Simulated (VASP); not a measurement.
# ScPbS4 (F-43m) in VASP: further runs

ScPbS4 is run at these levels: PBE; tasks: single point, relaxation of cell and atoms.

All numbers are computed with VASP 6.6.1; they aren't measurements. Logs are shortened: lines on timing, memory, paths and dates and some standing lists are left out, and cuts for length are marked.

## Step 1: The cell of the first run

The structure is cubic, space group F-43m (No. 216). Conventional cell: a = 7.780 Å, b = 7.780 Å, c = 7.780 Å, α = 90.00°, β = 90.00°, γ = 90.00°. Within 4.2 Å of Sc (site symmetry -43m) lie 12 S at 3.22 Å and 4 Pb at 3.37 Å. Pb (site symmetry -43m) has 12 S at 3.23 Å and 4 Sc at 3.37 Å within 4.2 Å. S (site symmetry 3m) has 6 S at 2.70 to 2.80 Å and 3 Sc at 3.22 Å and 3 Pb at 3.23 Å within 3.6 Å.

## Step 2: Single point, PBE

The input, INCAR:

```
ALGO = Normal
EDIFF = 1E-6
ENCUT = 520
GGA = PE
ISIF = 2
ISMEAR = 0
LASPH = T
LCHARG = T
LELF = T
LREAL = F
LVHAR = T
LWAVE = F
NBANDS = 34
NELM = 60
PREC = Accurate
SIGMA = 0.1
```

The input, KPOINTS:

```
k-points
0
Gamma
  8 8 8
```

The input, POSCAR:

```
ScPbS4
1.0
    0.0000000000      3.8900563814      3.8900563814
    3.8900563814      0.0000000000      3.8900563814
    3.8900563814      3.8900563814      0.0000000000
Sc Pb S
1 1 4
Direct
    0.0000000000      0.0000000000      0.0000000000
    0.2500000000      0.2500000000      0.2500000000
    0.6271351193      0.6271351193      0.1185946421
    0.6271351193      0.1185946421      0.6271351193
    0.1185946421      0.6271351193      0.6271351193
    0.6271351193      0.6271351193      0.6271351193
```

Potentials or basis: VASP PAW PBE potentials, release 64 (Sc_sv, Pb_d, S).

Launch:

```
$ cat potpaw_PBE.64/Sc_sv/POTCAR potpaw_PBE.64/Pb_d/POTCAR potpaw_PBE.64/S/POTCAR > POTCAR
$ mpirun -np 1 vasp_std > vasp.out
```

OUTCAR:

```text
EDIFF = 1E-6
   ENCUT = 520
   GGA = PE
   ISIF = 2
   ISMEAR = 0
   LASPH = T
   LREAL = F
   NELM = 60
   PREC = Accurate

 ion  position               nearest neighbor table
   1  0.000  0.000  0.000-   2 3.37   2 3.37   2 3.37   2 3.37
   2  0.250  0.250  0.250-   3 3.23   4 3.23   5 3.23   4 3.23   5 3.23   6 3.23   3 3.23   5 3.23
                             6 3.23   3 3.23   4 3.23   6 3.23   1 3.37   1 3.37   1 3.37   1 3.37
   3  0.627  0.627  0.119-   4 2.70   5 2.70   6 2.70   2 3.23   2 3.23   2 3.23
   4  0.627  0.119  0.627-   3 2.70   5 2.70   6 2.70   2 3.23   2 3.23   2 3.23
   5  0.119  0.627  0.627-   3 2.70   4 2.70   6 2.70   2 3.23   2 3.23   2 3.23
   6  0.627  0.627  0.627-   3 2.70   4 2.70   5 2.70   2 3.23   2 3.23   2 3.23

  LATTYP: Found a face centered cubic cell.
 ALAT       =     7.7801127628

  Lattice vectors:

 A1 = (   0.0000000000,   3.8900563814,   3.8900563814)
 A2 = (   3.8900563814,   0.0000000000,   3.8900563814)
 A3 = (   3.8900563814,   3.8900563814,   0.0000000000)

Analysis of symmetry for initial positions (statically):
=====================================================================
 Subroutine PRICEL returns:
 Original cell was already a primitive cell.

 Routine SETGRP: Setting up the symmetry group for a
 face centered cubic supercell.

 Subroutine GETGRP returns: Found 24 space group operations
 (whereof 24 operations were pure point group operations)
 out of a pool of 48 trial point group operations.

The static configuration has the point symmetry T_d .

Analysis of symmetry for dynamics (positions and initial velocities):
=====================================================================
 Subroutine PRICEL returns:
 Original cell was already a primitive cell.

 Routine SETGRP: Setting up the symmetry group for a
 face centered cubic supercell.

 Subroutine GETGRP returns: Found 24 space group operations
 (whereof 24 operations were pure point group operations)
 out of a pool of 48 trial point group operations.

The dynamic configuration has the point symmetry T_d .

 Subroutine INISYM returns: Found 24 space group operations
 (whereof 24 operations are pure point group operations),
 and found     1 'primitive' translations

----------------------------------------------------------------------------------------

                                     Primitive cell

  volume of cell :     117.7329

  direct lattice vectors                    reciprocal lattice vectors
     0.000000000  3.890056381  3.890056381    -0.128532841  0.128532841  0.128532841
     3.890056381  0.000000000  3.890056381     0.128532841 -0.128532841  0.128532841
     3.890056381  3.890056381  0.000000000     0.128532841  0.128532841 -0.128532841

  length of vectors
     5.501370493  5.501370493  5.501370493     0.222625412  0.222625412  0.222625412

  position of ions in fractional coordinates (direct lattice)
     0.000000000  0.000000000  0.000000000
     0.250000000  0.250000000  0.250000000
     0.627135119  0.627135119  0.118594642
     0.627135119  0.118594642  0.627135119
     0.118594642  0.627135119  0.627135119
     0.627135119  0.627135119  0.627135119

  ion indices of the primitive-cell ions
   primitive index   ion index
                 1           1
                 2           2
                 3           3
                 4           4
                 5           5
                 6           6

----------------------------------------------------------------------------------------

 KPOINTS: k-points

Automatic generation of k-mesh.
 Grid dimensions read from file:
 generate k-points for:    8    8    8

 Generating k-lattice:

  Cartesian coordinates                     Fractional coordinates (reciprocal lattice)
    -0.016066605  0.016066605  0.016066605     0.125000000  0.000000000  0.000000000
     0.016066605 -0.016066605  0.016066605     0.000000000  0.125000000  0.000000000
     0.016066605  0.016066605 -0.016066605     0.000000000  0.000000000  0.125000000

  Length of vectors
     0.027828176  0.027828176  0.027828176

  Shift w.r.t. Gamma in fractional coordinates (k-lattice)
     0.000000000  0.000000000  0.000000000

 Subroutine IBZKPT returns following result:
 ===========================================

 Found     29 irreducible k-points:

 Following reciprocal coordinates:
            Coordinates               Weight
  0.000000  0.000000  0.000000      1.000000
  0.125000  0.000000  0.000000      8.000000
  0.250000  0.000000  0.000000      8.000000
  0.375000  0.000000  0.000000      8.000000
  0.500000  0.000000  0.000000      4.000000
  0.125000  0.125000  0.000000      6.000000
[... 16 lines left out ...]
  0.500000  0.250000  0.125000     48.000000
 -0.375000  0.250000  0.125000     24.000000
 [... further k-points ...]
   k-points           NKPTS =     29   k-points in BZ     NKDIM =     29   number of bands    NBANDS=     34
   number of dos      NEDOS =    301   number of ions     NIONS =      6
   total plane-waves  NPLWV =  74088
   dimension x,y,z NGX =    42 NGY =   42 NGZ =   42
   dimension x,y,z NGXF=    84 NGYF=   84 NGZF=   84
   ions per type =               1   1   4
   NGX,Y,Z   is equivalent  to a cutoff of  12.69, 12.69, 12.69 a.u.
   NGXF,Y,Z  is equivalent  to a cutoff of  25.38, 25.38, 25.38 a.u.
 SYSTEM =  unknown system
   PREC   = accura    normal or accurate (medium, high low for compatibility)
   ISTART =      0    job   : 0-new  1-cont  2-samecut
   ICHARG =      2    charge: 1-file 2-atom 10-const
   ISPIN  =      1    spin polarized calculation?
   LNONCOLLINEAR =      F non collinear calculations
   LSORBIT =      F    spin-orbit coupling
   LASPH  =      T    aspherical Exc in radial PAW
   ENCUT  =  520.0 eV  38.22 Ry    6.18 a.u.  10.23 10.23 10.23*2*pi/ulx,y,z
   NELM   =     60;   NELMIN=  2; NELMDL= -5     # of ELM steps
   EDIFF  = 0.1E-05   stopping-criterion for ELM
   LREAL  =      F    real-space projection
   EDIFFG = 0.1E-04   stopping-criterion for IOM
   NSW    =      0    number of steps for IOM
   IBRION =     -1    ionic relax: 0-MD 1-quasi-New 2-CG
   NFREE  =      0    steps in history (QN), initial steepest desc. (CG)
   ISIF   =      2    stress and relaxation
   ISYM   =      2    0-nonsym 1-usesym 2-fastsym
   POTIM  = 0.5000    time-step for ionic-motion
   TEBEG  =    0.0;   TEEND  =   0.0 temperature during run
   PSTRESS=    0.0 pullay stress
   NELECT =      49.0000    total number of electrons
   NUPDOWN=      -1.0000    fix difference up-down
   EMIN   =  10.00;   EMAX   =-10.00  energy-range for DOS
   EFERMI =   0.00;   METHOD = LEGACY
   ISMEAR =     0;   SIGMA  =   0.10  broadening in eV -4-tet -1-fermi 0-gaus
   EFERMI_NEDOS =   21; number of points for ismear=-14 and -15
   IALGO  =     38    algorithm
   IMIX   =      4    mixing-type and parameters
     AMIX     =   0.40;   BMIX     =  1.00
     AMIX_MAG =   1.60;   BMIX_MAG =  1.00
  volume/ion in A,a.u.               =      19.62       132.42
  Fermi-wavevector in a.u.,A,eV,Ry     =   1.222290  2.309793 20.327010  1.493993
  Thomas-Fermi vector in A             =   2.357442
   LORBIT       =      0    0 simple, 1 ext, 2 COOP (PROOUT), +10 PAW based schemes
   GGA     = PE    functional components
   LHFCALC =     F    Hartree Fock is set to
   AEXX    =    0.0000 exact exchange contribution
   IVDW    =     0    specifies the selected vdW correction
   LEPSILON=     F    determine dielectric tensor
   LRPA    =     F    only Hartree local field effects (RPA)
 non-spin polarized calculation
 Gauss-broadening in eV      SIGMA  =   0.10
  energy-cutoff  :      520.00
  volume of cell :      117.73
 maximum number of plane-waves:      3218
 NGX is ok and might be reduce to    42
   NGX = 21   NGY = 21   NGZ = 21

 number of electron      49.0000002 magnetization

 Free energy of the ion-electron system (eV)
  ---------------------------------------------------
  ext. energy  EPLUGINS =         0.00000000
  ---------------------------------------------------
  free energy    TOTEN  =       -24.30322937 eV

  energy without entropy =      -24.26628642  energy(sigma->0) =      -24.28475790

 E-fermi :   7.2658     XC(G=0): -10.6124

 val. band max:        7.2635626997   @ k =  -0.3750   0.3750   0.1250
 cond. band min:       7.2675667059   @ k =   0.5000   0.2500   0.0000
 fundamental gap:      0.0040040062
 Fermi energy:         7.2657970564

 k-point     1 :       0.0000    0.0000    0.0000
  band No.  band energies     occupation
      1     -43.6490      2.00000
      2     -22.2459      2.00000
      3     -22.2459      2.00000
      4     -22.2459      2.00000
      5     -10.0368      2.00000
      6     -10.0368      2.00000
[... 26 lines left out ...]
     33       9.0636      0.00000
     34       9.2429      0.00000

 k-point     2 :       0.1250    0.0000    0.0000
  band No.  band energies     occupation
      1     -43.6490      2.00000
      2     -22.2462      2.00000
      3     -22.2460      2.00000
      4     -22.2460      2.00000
      5     -10.0380      2.00000
      6     -10.0363      2.00000
[... 26 lines left out ...]
     33       9.2784      0.00000
     34       9.2788      0.00000

 k-point     3 :       0.2500    0.0000    0.0000
  band No.  band energies     occupation
      1     -43.6490      2.00000
      2     -22.2468      2.00000
      3     -22.2460      2.00000
      4     -22.2460      2.00000
      5     -10.0410      2.00000
      6     -10.0352      2.00000
[... 26 lines left out ...]
     33       9.7830      0.00000
     34       9.7830      0.00000

 k-point     4 :       0.3750    0.0000    0.0000
  band No.  band energies     occupation
      1     -43.6490      2.00000
      2     -22.2473      2.00000
      3     -22.2461      2.00000
      4     -22.2461      2.00000
      5     -10.0440      2.00000
      6     -10.0346      2.00000
[... 26 lines left out ...]
     33      10.3199      0.00000
     34      10.3207      0.00000

 k-point     5 :       0.5000    0.0000    0.0000
  band No.  band energies     occupation
      1     -43.6490      2.00000
      2     -22.2476      2.00000
      3     -22.2461      2.00000
      4     -22.2461      2.00000
      5     -10.0453      2.00000
      6     -10.0345      2.00000
[... 621 lines left out ...]
 k-point    22 :       0.3750    0.2500    0.1250
  band No.  band energies     occupation
      1     -43.6490      2.00000
      2     -22.2469      2.00000
      3     -22.2463      2.00000
      4     -22.2461      2.00000
      5     -10.0442      2.00000
      6     -10.0339      2.00000
[... 26 lines left out ...]
     33       9.8681      0.00000
     34       9.9827      0.00000

 k-point    23 :       0.5000    0.2500    0.1250
  band No.  band energies     occupation
      1     -43.6490      2.00000
      2     -22.2472      2.00000
      3     -22.2465      2.00000
      4     -22.2462      2.00000
      5     -10.0456      2.00000
      6     -10.0352      2.00000
[... 26 lines left out ...]
     33      10.0812      0.00000
     34      10.3820      0.00000

 k-point    24 :      -0.3750    0.2500    0.1250
  band No.  band energies     occupation
      1     -43.6490      2.00000
      2     -22.2473      2.00000
      3     -22.2465      2.00000
      4     -22.2462      2.00000
      5     -10.0461      2.00000
      6     -10.0361      2.00000
[... 26 lines left out ...]
     33      10.0219      0.00000
     34      10.6140      0.00000

 [... further k-points ...]
[... 5 lines left out ...]
  --------------------------------------------------------------------------------------
  -------------------------------------------------------------------------------------
  Total       -0.0341487     -0.0341487     -0.0341487      0.0000000      0.0000000     -0.0000000
  in kB       -0.4647156     -0.4647156     -0.4647156      0.0000000      0.0000000     -0.0000000
  external PRESSURE =      -0.4647156 kB  Pullay stress =       0.0000000 kB

 VOLUME and BASIS-vectors are now :
 -----------------------------------------------------------------------------
  energy-cutoff  :      520.00
  volume of cell :      117.73
      direct lattice vectors                 reciprocal lattice vectors
     0.000000000  3.890056381  3.890056381    -0.128532841  0.128532841  0.128532841
     3.890056381  0.000000000  3.890056381     0.128532841 -0.128532841  0.128532841
     3.890056381  3.890056381  0.000000000     0.128532841  0.128532841 -0.128532841

 POSITION                                       TOTAL-FORCE (eV/Angst)
 -----------------------------------------------------------------------------------
      0.00000      0.00000      0.00000        -0.000000     -0.000000     -0.000000
      1.94503      1.94503      1.94503        -0.000000     -0.000000     -0.000000
      2.90093      2.90093      4.87918        -0.004486     -0.004486      0.004486
      2.90093      4.87918      2.90093        -0.004486      0.004486     -0.004486
      4.87918      2.90093      2.90093         0.004486     -0.004486     -0.004486
      4.87918      4.87918      4.87918         0.004486      0.004486      0.004486
 -----------------------------------------------------------------------------------
    total drift:                                0.000000      0.000000      0.000000

  FREE ENERGIE OF THE ION-ELECTRON SYSTEM (eV)
  ---------------------------------------------------
  free  energy   TOTEN  =       -24.3032293748 eV

  energy  without entropy=      -24.2662864209  energy(sigma->0) =      -24.28475790
```

Run time: 76 s. Hardware: 1 thread of Intel Xeon 6975P-C (Granite Rapids), shared host; peak memory 0.31 GiB.

Results:

```
Free energy   : -24.3032 eV
Pressure      : 0.0 GPa
Largest force : 0.008 eV/Å
```

Forces in eV/Å, atoms in the order of the input:
```
Sc   0.000  0.000  0.000
Pb   0.000  0.000  0.000
S   -0.004 -0.004  0.004
S   -0.004  0.004 -0.004
S    0.004 -0.004 -0.004
S    0.004  0.004  0.004
```

Levels at points of the mesh, in eV from the Fermi level:
| k point | band 21 | band 22 | band 23 | band 24 | band 25 | band 26 | band 27 | band 28 |
| --- | --- | --- | --- | --- | --- | --- | --- | --- |
| (0.00, 0.00, 0.00) | -0.52 | -0.52 | -0.52 | 0.42 | 0.42 | 0.42 | 1.65 | 1.67 |
| (0.50, 0.00, 0.00) | -2.73 | -2.73 | -2.68 | 0.39 | 0.49 | 0.62 | 0.62 | 1.06 |
| (0.50, 0.50, 0.00) | -2.83 | -2.83 | -2.66 | -2.18 | 0.14 | 0.14 | 0.41 | 1.19 |

Caveat: spin-orbit coupling is left out, which moves the levels of the heavy elements.

## Step 3: Relaxation of cell and atoms, PBE

This run uses another cell than the first one, of 19.85 Å³/atom, 1.012 times its volume.

The input, INCAR:

```
SYSTEM = ScPbS4
  ALGO = Normal
  EDIFF = 1E-7
  EDIFFG = -0.01
  ENCUT = 600
  GGA = PE
  IBRION = 2
  ISIF = 3
  ISMEAR = 0
  LASPH = .TRUE.
  LCHARG = .FALSE.
  LREAL = .FALSE.
  LWAVE = .FALSE.
  NELM = 100
  NSW = 100
  PREC = Accurate
  SIGMA = 0.1
```

The input, KPOINTS:

```
k-points
0
G
  8 8 8
  0 0 0
```

The input, POSCAR:

```
ScPbS4
1.0
    0.0000000000      3.9050176258      3.9050176258
    3.9050176258      0.0000000000      3.9050176258
    3.9050176258      3.9050176258      0.0000000000
Sc Pb S
1 1 4
Direct
    0.0000000000      0.0000000000      0.0000000000
    0.2500000000      0.2500000000      0.2500000000
    0.6271896075      0.6271896075      0.1184311774
    0.6271896075      0.1184311774      0.6271896075
    0.1184311774      0.6271896075      0.6271896075
    0.6271896075      0.6271896075      0.6271896075
```

Potentials or basis: VASP PAW PBE potentials, release 64 (Sc_sv, Pb_d, S).

Launch:

```
$ cat potpaw_PBE.64/Sc_sv/POTCAR potpaw_PBE.64/Pb_d/POTCAR potpaw_PBE.64/S/POTCAR > POTCAR
$ mpirun -np 1 vasp_std > vasp.out
```

Wall time 2.4 min (1 thread of Intel Xeon 6975P-C (Granite Rapids), shared host); peak memory 0.4 GiB.

The run converged. Its results:

- Free energy: -24.3036 eV
- Relaxed volume: 19.60 Å³/atom
- Relaxed cell: a = 5.500 Å, b = 5.500 Å, c = 5.500 Å, α = 60.00°, β = 60.00°, γ = 60.00°
- Space group after relaxing (to 0.05 Å): F-43m (No. 216)
- Energy gained by relaxing: 0.5 meV/atom
- Ionic steps: 2
- Pressure after relaxing: 0.1 GPa

Step by step:
```csv
step,energy change (eV),largest force (eV/Å),pressure (GPa),volume (Å³)
1,0.0000,0.0043,-0.70,119.10
2,-0.0030,0.0019,0.06,117.61
```

Final structure:
```
Sc Pb S
1.0
     0.00000    3.88875    3.88875
     3.88875    0.00000    3.88875
     3.88875    3.88875    0.00000
Sc Pb S
1 1 4
Direct
  0.00000 0.00000 0.00000
  0.25000 0.25000 0.25000
  0.62721 0.62721 0.11839
  0.62721 0.11839 0.62721
  0.11839 0.62721 0.62721
  0.62721 0.62721 0.62721
```

Levels at points of the mesh, in eV from the Fermi level:
```csv
k point,band 22,band 23,band 24,band 25,band 26,band 27
"(0.00, 0.00, 0.00)",-0.52,-0.52,0.43,0.43,0.43,1.68
"(0.50, 0.00, 0.00)",-2.73,-2.68,0.39,0.49,0.62,0.62
"(0.50, 0.50, 0.00)",-2.83,-2.67,-2.19,0.14,0.14,0.41
```

Caveat: spin-orbit coupling is left out, which moves the levels of the heavy elements.
